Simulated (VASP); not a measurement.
SnSe, 2 atoms in the cell. It takes space group I4/mmm (No. 139, tetragonal). The conventional cell has a = 4.257 Å, b = 4.257 Å, c = 6.201 Å, α = 90.00°, β = 90.00°, γ = 90.00°. Within 4.0 Å of Sn (site symmetry 4/mmm) lie 6 Se at 3.01 to 3.10 Å. Within 4.0 Å of Se (site symmetry 4/mmm) lie 6 Sn at 3.01 to 3.10 Å.  This cell differs from its parent crystal: strain +0.0300 x Voigt [0, 0, 1, 0, 0, 0].

| Property | Result |
| --- | --- |
| Program | VASP 6.6.1 |
| Task | single point |
| Functional | r2SCAN |
| Potentials or basis | VASP PAW PBE potentials, release 64 (Sn_d, Se) |
| Cutoff | 520 eV |
| k mesh | 10 × 10 × 10 |
| Occupations | gaussian, width 0.05 eV |
| Spin | no spin polarisation |
| Dipole correction | no |
| Further INCAR settings | ALGO = Normal; EDIFF = 1e-07; NBANDS = 17 |

Potentials or basis: VASP PAW PBE potentials, release 64 (Sn_d, Se).

Command:

```bash
$ cat potpaw_PBE.64/Sn_d/POTCAR potpaw_PBE.64/Se/POTCAR > POTCAR
$ cp INCAR.step1 INCAR
$ mpirun -np 1 vasp_std > vasp.out
$ cp INCAR.step2 INCAR
$ mpirun -np 1 vasp_std > vasp.out
```

Hardware: 1 thread of Intel Xeon 8259CL, with other jobs on the host.

Q: Estimate the wall time of this run.

A: Run time: 5.3 min on 1 thread of Intel Xeon 8259CL (shared host), peak memory 0.25 GiB. Counts: k points 102.
